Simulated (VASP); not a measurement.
# ZnSe (I-4m2) in VASP: single point with HSE06

Aim: the single point of ZnSe with HSE06.

Program: VASP 6.6.1. These are calculated values, not measurements. Logs are shortened: lines on timing, memory, paths and dates and some standing lists are left out, and cuts for length are marked.

## (1) The cell of the first run

It takes space group I-4m2 (No. 119, tetragonal). Conventional cell: a = 3.924 Å, b = 3.924 Å, c = 5.665 Å, α = 90.00°, β = 90.00°, γ = 90.00°. Zn (site symmetry -4m2) has 4 Se at 2.42 Å within 3.2 Å. Se (site symmetry -4m2) has 4 Zn at 2.42 Å within 3.2 Å.

## (2) Single point, HSE06 (biaxial xy strain -2.0%)

POSCAR reads:

```
ZnSe
1.0
    0.0000000000      2.7743560587      2.8324206827
    2.7743560587      0.0000000000      2.8324206827
    2.7743560587      2.7743560587      0.0000000000
Zn Se
1 1
Direct
    0.0000000000      0.0000000000      0.0000000000
    0.2500000000      0.2500000000      0.2500000000
```

INCAR.step1 reads:

```
SYSTEM = ZnSe
PREC = Accurate ; ENCUT = 520
EDIFF = 1E-5 ; ISMEAR = 0
SIGMA = 0.01 ; LREAL = .False.
LASPH = .True. ; NELM = 100
ALGO = Normal ; ISIF = 2
LWAVE = .True. ; LCHARG = .False.
NBANDS = 16 ; GGA = PE
```

INCAR.step2 reads:

```
SYSTEM = ZnSe
PREC = Accurate ; ENCUT = 520
EDIFF = 1E-7 ; ISMEAR = 0
SIGMA = 0.01 ; LREAL = .False.
LASPH = .True. ; NELM = 100
ALGO = Normal ; ISIF = 2
LWAVE = .False. ; LCHARG = .False.
GGA = PE ; LHFCALC = .True.
HFSCREEN = 0.2079 ; PRECFOCK = Normal
NBANDS = 16 ; ISTART = 1
```

KPOINTS reads:

```
regular mesh
0
Gamma
  6 6 6
  0 0 0
```

Potentials or basis: VASP PAW PBE potentials, release 64 (Zn, Se).

Launch:

```
> cat potpaw_PBE.64/Zn/POTCAR potpaw_PBE.64/Se/POTCAR > POTCAR
> cp INCAR.step1 INCAR
> mpirun -np 1 vasp_std > vasp.out
> cp INCAR.step2 INCAR
> mpirun -np 1 vasp_std > vasp.out
```

OUTCAR:

```text
SYSTEM = ZnSe
   PREC = Accurate
   ENCUT = 520
   EDIFF = 1E-7
   ISMEAR = 0
   LREAL = .False.
   LASPH = .True.
   NELM = 100
   ISIF = 2
   GGA = PE
   LHFCALC = .True.
   HFSCREEN = 0.2079
   PRECFOCK = Normal
   ISTART = 1

 ion  position               nearest neighbor table
   1  0.000  0.000  0.000-   2 2.42   2 2.42   2 2.42   2 2.42
   2  0.250  0.250  0.250-   1 2.42   1 2.42   1 2.42   1 2.42

  LATTYP: Found a body centered tetragonal cell.
 ALAT       =     3.9235319651
 C/A-ratio  =     1.4438117023

  Lattice vectors:

 A1 = (  -2.7743560587,   0.0000000000,   2.8324206827)
 A2 = (   2.7743560587,   0.0000000000,   2.8324206827)
 A3 = (   0.0000000000,   2.7743560587,  -2.8324206827)

Analysis of symmetry for initial positions (statically):
=====================================================================
 Subroutine PRICEL returns:
 Original cell was already a primitive cell.

 Routine SETGRP: Setting up the symmetry group for a
 body centered tetragonal supercell.

 Subroutine GETGRP returns: Found  8 space group operations
 (whereof  8 operations were pure point group operations)
 out of a pool of 16 trial point group operations.

The static configuration has the point symmetry D_2d.

Analysis of symmetry for dynamics (positions and initial velocities):
=====================================================================
 Subroutine PRICEL returns:
 Original cell was already a primitive cell.

 Routine SETGRP: Setting up the symmetry group for a
 body centered tetragonal supercell.

 Subroutine GETGRP returns: Found  8 space group operations
 (whereof  8 operations were pure point group operations)
 out of a pool of 16 trial point group operations.

The dynamic configuration has the point symmetry D_2d.

 Subroutine INISYM returns: Found  8 space group operations
 (whereof  8 operations are pure point group operations),
 and found     1 'primitive' translations

----------------------------------------------------------------------------------------

                                     Primitive cell

  volume of cell :      43.6026

  direct lattice vectors                    reciprocal lattice vectors
     0.000000000  2.774356059  2.832420683    -0.180222001  0.180222001  0.176527450
     2.774356059  0.000000000  2.832420683     0.180222001 -0.180222001  0.176527450
     2.774356059  2.774356059  0.000000000     0.180222001  0.180222001 -0.176527450

  length of vectors
     3.964802450  3.964802450  3.923531965     0.310035288  0.310035288  0.310035288

  position of ions in fractional coordinates (direct lattice)
     0.000000000  0.000000000  0.000000000
     0.250000000  0.250000000  0.250000000

  ion indices of the primitive-cell ions
   primitive index   ion index
                 1           1
                 2           2

----------------------------------------------------------------------------------------

 KPOINTS: regular mesh

Automatic generation of k-mesh.
 Grid dimensions read from file:
 generate k-points for:    6    6    6

 Generating k-lattice:

  Cartesian coordinates                     Fractional coordinates (reciprocal lattice)
    -0.030037000  0.030037000  0.029421242     0.166666667  0.000000000  0.000000000
     0.030037000 -0.030037000  0.029421242     0.000000000  0.166666667  0.000000000
     0.030037000  0.030037000 -0.029421242    -0.000000000 -0.000000000  0.166666667

  Length of vectors
     0.051672548  0.051672548  0.051672548

  Shift w.r.t. Gamma in fractional coordinates (k-lattice)
     0.000000000  0.000000000  0.000000000

 Subroutine IBZKPT returns following result:
 ===========================================

 Found     30 irreducible k-points:

 Following reciprocal coordinates:
            Coordinates               Weight
  0.000000  0.000000  0.000000      1.000000
  0.166667 -0.000000  0.000000      8.000000
  0.333333  0.000000  0.000000      8.000000
  0.500000  0.000000  0.000000      4.000000
  0.166667  0.166667  0.000000      2.000000
  0.333333  0.166667  0.000000      8.000000
[... 16 lines left out ...]
  0.333333  0.000000  0.333333      4.000000
  0.500000  0.000000  0.333333     16.000000
 [... further k-points ...]
   k-points           NKPTS =     30   k-points in BZ     NKDIM =    216   number of bands    NBANDS=     16
   number of dos      NEDOS =    301   number of ions     NIONS =      2
   total plane-waves  NPLWV =  27000
   dimension x,y,z NGX =    30 NGY =   30 NGZ =   30
   dimension x,y,z NGXF=    60 NGYF=   60 NGZF=   60
   ions per type =               1   1
   NGX,Y,Z   is equivalent  to a cutoff of  12.58, 12.58, 12.71 a.u.
   NGXF,Y,Z  is equivalent  to a cutoff of  25.16, 25.16, 25.42 a.u.
 SYSTEM =  ZnSe
   PREC   = accura    normal or accurate (medium, high low for compatibility)
   ISTART =      1    job   : 0-new  1-cont  2-samecut
   ICHARG =      0    charge: 1-file 2-atom 10-const
   ISPIN  =      1    spin polarized calculation?
   LNONCOLLINEAR =      F non collinear calculations
   LSORBIT =      F    spin-orbit coupling
   LASPH  =      T    aspherical Exc in radial PAW
   ENCUT  =  520.0 eV  38.22 Ry    6.18 a.u.   7.37  7.37  7.30*2*pi/ulx,y,z
   NELM   =    100;   NELMIN=  2; NELMDL=  0     # of ELM steps
   EDIFF  = 0.1E-06   stopping-criterion for ELM
   LREAL  =      F    real-space projection
   EDIFFG = 0.1E-05   stopping-criterion for IOM
   NSW    =      0    number of steps for IOM
   IBRION =     -1    ionic relax: 0-MD 1-quasi-New 2-CG
   NFREE  =      0    steps in history (QN), initial steepest desc. (CG)
   ISIF   =      2    stress and relaxation
   ISYM   =      3    0-nonsym 1-usesym 2-fastsym
   POTIM  = 0.5000    time-step for ionic-motion
   TEBEG  =    0.0;   TEEND  =   0.0 temperature during run
   PSTRESS=    0.0 pullay stress
   NELECT =      18.0000    total number of electrons
   NUPDOWN=      -1.0000    fix difference up-down
   EMIN   =  10.00;   EMAX   =-10.00  energy-range for DOS
   EFERMI =   0.00;   METHOD = LEGACY
   ISMEAR =     0;   SIGMA  =   0.01  broadening in eV -4-tet -1-fermi 0-gaus
   EFERMI_NEDOS =   21; number of points for ismear=-14 and -15
   IALGO  =     38    algorithm
   IMIX   =      1    mixing-type and parameters
     AMIX     =   0.40;   BMIX     =  1.00
     AMIX_MAG =   1.60;   BMIX_MAG =  1.00
  volume/ion in A,a.u.               =      21.80       147.12
  Fermi-wavevector in a.u.,A,eV,Ry     =   1.218975  2.303530 20.216912  1.485901
  Thomas-Fermi vector in A             =   2.354243
   LORBIT       =      0    0 simple, 1 ext, 2 COOP (PROOUT), +10 PAW based schemes
   GGA     = PE    functional components
   LHFCALC =     T    Hartree Fock is set to
   PRECFOCK=normal    Normal, Fast or Accurate (Low or Medium for compatibility)
   ENCUT4O =  -1.0   cutoff for four orbital integrals eV
   NKREDX  =     1    reduce k-point grid by
   NKREDY  =     1    reduce k-point grid by
   NKREDZ  =     1    reduce k-point grid by
   AEXX    =    0.2500 exact exchange contribution
   HFSCREEN=    0.2079 screening length (either q_TF or 0.3 A-1)
   HFSCREENC=   0.2079 screening length for correlation (either q_TF or 0.3 A-1)
   ENCUTFOCK=  -1.0 apply spherical cutoff to Coloumb kernel
   IVDW    =     0    specifies the selected vdW correction
   LEPSILON=     F    determine dielectric tensor
   LRPA    =     F    only Hartree local field effects (RPA)
 non-spin polarized calculation
 Gauss-broadening in eV      SIGMA  =   0.01
  energy-cutoff  :      520.00
  volume of cell :       43.60
 maximum number of plane-waves:      1195
 NGX is ok and might be reduce to    30
  NGX = 24; NGY = 24; NGZ = 24

 number of electron      17.9999985 magnetization

 Free energy of the ion-electron system (eV)
  ---------------------------------------------------
  ext. energy  EPLUGINS =         0.00000000
  ---------------------------------------------------
  free energy    TOTEN  =        -7.39194393 eV

  energy without entropy =       -7.39194393  energy(sigma->0) =       -7.39194393

 E-fermi :   1.4595     XC(G=0):  -7.8912

 val. band max:        1.3587310560   @ k =   0.0000   0.0000   0.0000
 cond. band min:       3.9304594937   @ k =   0.0000   0.0000   0.0000
 fundamental gap:      2.5717284377
 Fermi energy:         1.4594794735

 k-point     1 :       0.0000    0.0000    0.0000
  band No.  band energies     occupation
      1     -13.3456      2.00000
      2      -6.9933      2.00000
      3      -6.9849      2.00000
      4      -6.9849      2.00000
      5      -6.6228      2.00000
      6      -6.6197      2.00000
[... 8 lines left out ...]
     15      13.9195      0.00000
     16      14.3399      0.00000

 k-point     2 :       0.1667   -0.0000    0.0000
  band No.  band energies     occupation
      1     -13.1382      2.00000
      2      -6.9649      2.00000
      3      -6.9575      2.00000
      4      -6.9485      2.00000
      5      -6.6238      2.00000
      6      -6.6226      2.00000
[... 8 lines left out ...]
     15      13.1370      0.00000
     16      13.8151      0.00000

 k-point     3 :       0.3333    0.0000    0.0000
  band No.  band energies     occupation
      1     -12.6718      2.00000
      2      -6.9199      2.00000
      3      -6.9108      2.00000
      4      -6.7392      2.00000
      5      -6.6179      2.00000
      6      -6.6139      2.00000
[... 8 lines left out ...]
     15      13.7165      0.00000
     16      13.7729      0.00000

 k-point     4 :       0.5000    0.0000    0.0000
  band No.  band energies     occupation
      1     -12.4054      2.00000
      2      -6.9039      2.00000
      3      -6.8933      2.00000
      4      -6.6085      2.00000
      5      -6.6021      2.00000
      6      -6.4176      2.00000
[... 8 lines left out ...]
     15      15.9441      0.00000
     16      16.1282      0.00000
[... 324 lines left out ...]
 k-point    22 :      -0.3333    0.5000    0.1667
  band No.  band energies     occupation
      1     -12.1004      2.00000
      2      -6.8489      2.00000
      3      -6.7798      2.00000
      4      -6.6911      2.00000
      5      -6.6080      2.00000
      6      -6.2834      2.00000
[... 8 lines left out ...]
     15      16.7973      0.00000
     16      17.1162      0.00000

 k-point    23 :       0.3333    0.0000    0.3333
  band No.  band energies     occupation
      1     -12.4356      2.00000
      2      -6.8976      2.00000
      3      -6.8200      2.00000
      4      -6.8053      2.00000
      5      -6.5930      2.00000
      6      -6.5810      2.00000
[... 8 lines left out ...]
     15      15.6453      0.00000
     16      18.5083      0.00000

 k-point    24 :       0.5000    0.0000    0.3333
  band No.  band energies     occupation
      1     -12.1672      2.00000
      2      -6.8684      2.00000
      3      -6.7795      2.00000
      4      -6.7397      2.00000
      5      -6.5863      2.00000
      6      -6.3881      2.00000
[... 8 lines left out ...]
     15      16.3827      0.00000
     16      17.4987      0.00000

 [... further k-points ...]

------------------------ aborting loop because EDIFF is reached ----------------------------------------

  FORCE on cell =-STRESS in cart. coord.  units (eV):
  Direction    XX          YY          ZZ          XY          YZ          ZX
  --------------------------------------------------------------------------------------
  -------------------------------------------------------------------------------------
  Total        1.2485120      1.2485120      1.0421865      0.0000000     -0.0000000      0.0000000
  in kB       45.8765945     45.8765945     38.2951584      0.0000000     -0.0000000      0.0000000
  external PRESSURE =      43.3494491 kB  Pullay stress =       0.0000000 kB

 VOLUME and BASIS-vectors are now :
 -----------------------------------------------------------------------------
  energy-cutoff  :      520.00
  volume of cell :       43.60
      direct lattice vectors                 reciprocal lattice vectors
     0.000000000  2.774356059  2.832420683    -0.180222001  0.180222001  0.176527450
     2.774356059  0.000000000  2.832420683     0.180222001 -0.180222001  0.176527450
     2.774356059  2.774356059  0.000000000     0.180222001  0.180222001 -0.176527450

 POSITION                                       TOTAL-FORCE (eV/Angst)
 -----------------------------------------------------------------------------------
      0.00000      0.00000      0.00000        -0.000000     -0.000000     -0.000000
      1.38718      1.38718      1.41621         0.000000      0.000000      0.000000
 -----------------------------------------------------------------------------------
    total drift:                                0.000001      0.000001      0.000002

  FREE ENERGIE OF THE ION-ELECTRON SYSTEM (eV)
  ---------------------------------------------------
  free  energy   TOTEN  =        -7.3919439278 eV

  energy  without entropy=       -7.3919439278  energy(sigma->0) =       -7.39194393
```

Run time: 60 min. Hardware: 1 thread of Intel Xeon Platinum 8488C (Sapphire Rapids), shared host; peak memory 0.3 GiB.

What came out:

```
Free energy            : -7.3919 eV
Pressure               : 4.3 GPa
Band gap on the k mesh : 2.57 eV
```

Stress tensor (GPa, compression positive):
```
4.59 0.00 0.00
0.00 4.59 0.00
0.00 0.00 3.83
```

Caveat: the cell differs from its parent crystal (biaxial xy strain -2.0%); the cell stands under pressure; the PAW data sets were made with another functional, which shifts forces and pressure a little.
